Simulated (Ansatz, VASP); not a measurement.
GaP in VASP and in Ansatz

```
CELL_PARAMETERS angstrom
0.00000 2.72525 2.67075
2.72525 0.00000 2.67075
2.72525 2.72525 0.00000
ATOMIC_POSITIONS crystal
Ga 0.00000 0.00000 0.00000
P 0.75000 0.75000 0.75000
```

Change from the starting cell: zz strain of -2 %.

Alike in both runs: task single point; functional PBE; k mesh 10 × 10 × 10; occupations fermi-dirac, width 0.05 eV; no spin polarisation.

```csv
,VASP,Ansatz
version,VASP 6.6.1,Ansatz 0.2.0
potentials or method,"VASP PAW PBE potentials, release 64 (Ga_d, P), cutoff 520 eV","all-electron LAPW, scalar-relativistic"
```

|  | VASP | Ansatz | Ansatz less VASP |
| --- | --- | --- | --- |
| pressure (GPa) | 4.3 | 4.3 | +0.01 |
| traceless stress, the component that is largest in VASP (GPa) | 0.95 | 0.95 | -0.002 |

Ansatz ran all-electron here, and VASP with PAW potentials.
